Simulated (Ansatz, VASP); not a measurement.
**Fe in VASP and in Ansatz**

POSCAR

```
Fe
1.0
    0.0000000000      1.8968074496      1.8968074496
    1.8968074496      0.0000000000      1.8968074496
    1.8968074496      1.8968074496      0.0000000000
Fe
1
Direct
    0.0000000000      0.0000000000      0.0000000000
```

File INCAR.step1:

```
SYSTEM = Fe
  ALGO = Normal
  EDIFF = 1E-4
  ENCUT = 520
  GGA = PE
  ISMEAR = -1
  ISPIN = 2
  LASPH = .TRUE.
  LCHARG = .FALSE.
  LMAXMIX = 4
  LREAL = .FALSE.
  LWAVE = .TRUE.
  MAGMOM = 2.936
  NBANDS = 14
  NELM = 150
  PREC = Accurate
  SIGMA = 0.05
```

INCAR.step2

```
SYSTEM = Fe
  ALGO = Normal
  EDIFF = 1E-7
  ENCUT = 520
  ISIF = 2
  ISMEAR = -1
  ISPIN = 2
  ISTART = 1
  LASPH = .TRUE.
  LCHARG = .TRUE.
  LELF = .TRUE.
  LMAXMIX = 4
  LMIXTAU = .TRUE.
  LORBIT = 11
  LREAL = .FALSE.
  LVHAR = .TRUE.
  LWAVE = .FALSE.
  MAGMOM = 2.936
  METAGGA = R2SCAN
  NBANDS = 14
  NELM = 150
  PREC = Accurate
  SIGMA = 0.05
```

File KPOINTS:

```
k-points
0
G
  17 17 17
  0 0 0
```

Input for Ansatz:

```yaml
crystal:
  lattice:
    - [0.0, 1.8968074496, 1.8968074496]
    - [1.8968074496, 0.0, 1.8968074496]
    - [1.8968074496, 1.8968074496, 0.0]
  atoms:
    - { symbol: Fe, position: [0.0, 0.0, 0.0], spin: 2.936 }
hamiltonian:
  xc: r2scan
  pseudopotentials:
    kind: paw
    azcp:
      Fe: "pseudopotentials/Fe.paw.azcp"
basis:
  ecutwfc: 500
  fft_grid_basis: typed
kpoints:
  mp_grid: { grid: [17, 17, 17], shift: [0, 0, 0] }
magnetization:
  spin_polarized: true
scf:
  occupations: { method: fermi_dirac, width: 0.05 }
  lower_state_search: "off"
output:
  stress: true
  write_density: true
  write_potential: true
  elf: true
  volumetric_format: npy
```

Alike in both runs: task single point; functional r2SCAN; k mesh 17 × 17 × 17; occupations fermi-dirac, width 0.05 eV; collinear spin.

|  | VASP | Ansatz |
| --- | --- | --- |
| version | VASP 6.6.1 | Ansatz 0.2.0 |
| potentials or method | VASP PAW PBE potentials, release 64 (Fe), cutoff 520 eV | plane waves (500 eV) with PAW, scalar-relativistic |
| valence electrons in the cell | 8 | 16 |

Ansatz gave:

| Item | Value |
| --- | --- |
| pressure (GPa) | -15.1 |
| net moment per atom (μB) | 2.93 |
| size of the moment on the site where the two differ most (μB) | 3.06 |

Q: Estimate VASP's values.

A: Pressure (GPa): -15.4; net moment per atom (μB): 2.92; size of the moment on the site where the two differ most (μB): 3.00.

VASP's potentials were made for PBE, not for r2SCAN. Site moments also hang on the region over which each program counts them. The functional is the same, so the differences come from potentials, cutoffs and numerics. VASP's potentials hold 8 valence electrons a cell and Ansatz's 16, so a difference there can come from the potentials and not from the codes. Ansatz's warnings: stability check not made.
